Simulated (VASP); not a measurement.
Write the native input for VASP 6.6.1 that does the following.

```yaml
Task: electric field gradients
Functional: PBEsol
Potentials_or_basis: VASP PAW PBE potentials, release 64 (Ta_pv, N)
Cutoff: 520 eV
k_mesh: 12 × 12 × 10
Occupations: fermi-dirac, width 0.02 eV
Spin: no spin polarisation
Dipole_correction: no
Further_INCAR_settings: ALGO = Normal; EDIFF = 1e-08; NBANDS = 15
```

The structure of TaN lies in POSCAR:

```
TaN
1.0
    2.9673788470      0.0000000000      0.0000000000
   -1.4836894235      2.5698254642      0.0000000000
    0.0000000000      0.0000000000      2.8830000000
Ta N
1 1
Direct
    0.3333333333      0.6666666667      0.5000000000
    0.0000000000      0.0000000000      0.0000000000
```

This cell differs from its parent crystal: equal xx and yy strain of +1 %.

The input as run:

INCAR

```
ALGO = Normal
EDIFF = 1E-8
ENCUT = 520
GGA = PS
ISIF = 2
ISMEAR = -1
LASPH = True
LCHARG = False
LEFG = True
LREAL = False
LWAVE = False
NBANDS = 15
NELM = 100
PREC = Accurate
SIGMA = 0.02
```

KPOINTS

```
k-points
0
Gamma
  12 12 10
```

Potentials or basis: VASP PAW PBE potentials, release 64 (Ta_pv, N).

The run is started by

```console
$ cat potpaw_PBE.64/Ta_pv/POTCAR potpaw_PBE.64/N/POTCAR > POTCAR
$ mpirun -np 1 vasp_std > vasp.out
```

It gave:

```yaml
Pressure: -10.4 GPa
Band_gap_on_the_k_mesh: zero (band 8 reaches 8.26 eV, above the bottom of band 9 at 7.80 eV)
```

Caveat: the cell differs from its parent crystal (equal xx and yy strain of +1 %); without QUAD_EFG the Cq values of the log hold for a quadrupole moment of 1 mb, not for the nuclei; the PAW data sets were made with another functional, which shifts forces and pressure a little; spin-orbit coupling is left out, which moves the levels of the heavy elements.

Wall time 29 s on 1 thread of Intel Xeon 6975P-C, on a shared host, peak memory 0.17 GiB.
